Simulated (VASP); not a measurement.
Wanted: the native input for a VASP 6.6.1 run.

- Task: single point
- Functional: B3LYP5
- Potentials or basis: VASP PAW PBE potentials, release 64 (Mn_pv, O)
- Cutoff: 520 eV
- k mesh: 5 × 5 × 5
- Occupations: fermi-dirac, width 0.05 eV
- Spin: collinear spin, ferromagnetic start
- Starting moments: [4.0, 0.0] μB
- Dipole correction: no
- Grid for exact exchange (PRECFOCK): Normal
- Further INCAR settings: ALGO = Normal; EDIFF = 1e-07; NBANDS = 20
- Share of exact exchange: 0.2

Crystal: MnO.

```xyz
2
Lattice="0.0000 2.1785 2.1785 2.1785 0.0000 2.1785 2.1785 2.1785 0.0000" Properties=species:S:1:pos:R:3 pbc="T T T"
Mn    0.0000    0.0000    0.0000
O     2.1785    2.1785    2.1785
```

The input as run:

POSCAR

```
MnO
1.0
    0.0000000000      2.1785090927      2.1785090927
    2.1785090927      0.0000000000      2.1785090927
    2.1785090927      2.1785090927      0.0000000000
Mn O
1 1
Direct
    0.0000000000      0.0000000000      0.0000000000
    0.5000000000      0.5000000000      0.5000000000
```

INCAR.step1

```
  PREC = Accurate
  ENCUT = 520
  EDIFF = 1E-5
  ISMEAR = -1
  SIGMA = 0.05
  LREAL = False
  LASPH = True
  NELM = 150
  ALGO = Normal
  ISIF = 2
  LWAVE = True
  ISPIN = 2
  MAGMOM = 4 0
  LORBIT = 11
  LMAXMIX = 4
  GGA = PE
  NBANDS = 20
```

INCAR.step2

```
  PREC = Accurate
  ENCUT = 520
  EDIFF = 1E-7
  ISMEAR = -1
  SIGMA = 0.05
  LREAL = False
  LASPH = True
  NELM = 150
  ALGO = Normal
  ISIF = 2
  LWAVE = False
  LCHARG = True
  ISPIN = 2
  MAGMOM = 4 0
  LORBIT = 11
  LMAXMIX = 4
  GGA = B5
  LHFCALC = True
  AEXX = 0.2
  AGGAX = 0.72
  AGGAC = 0.81
  ALDAC = 0.19
  PRECFOCK = Normal
  LELF = True
  LVHAR = True
  ISTART = 1
  NBANDS = 20
```

KPOINTS

```
Automatic mesh
0
Gamma
  5 5 5
```

Potentials or basis: VASP PAW PBE potentials, release 64 (Mn_pv, O).

The run is started by

```bash
$ cat potpaw_PBE.64/Mn_pv/POTCAR potpaw_PBE.64/O/POTCAR > POTCAR
$ cp INCAR.step1 INCAR
$ mpirun -np 1 vasp_std > vasp.out
$ cp INCAR.step2 INCAR
$ mpirun -np 1 vasp_std > vasp.out
```

Results of the run:

The pressure is 18.6 GPa and the band gap on the k mesh is 1.84 eV (least direct gap 3.98 eV). The net moment is 5.00 μB per cell, the site moments are Mn +4.54; O +0.26 μB and the valence electrons inside the program's atomic spheres are Mn 11.42; O 5.08.

Caveat: the k points lie up to 0.50 Å⁻¹ apart; the PAW data sets were made with another functional, which shifts forces and pressure a little; an odd mesh through Γ misses points on the zone boundary, where band edges can lie; a cell with one magnetic atom can't hold antiferromagnetic order, which such compounds often take.

Wall time 41 min on 1 thread of AMD EPYC 7R43 64-Core Processor (Zen 3), with other jobs on the host, peak memory 0.12 GiB.
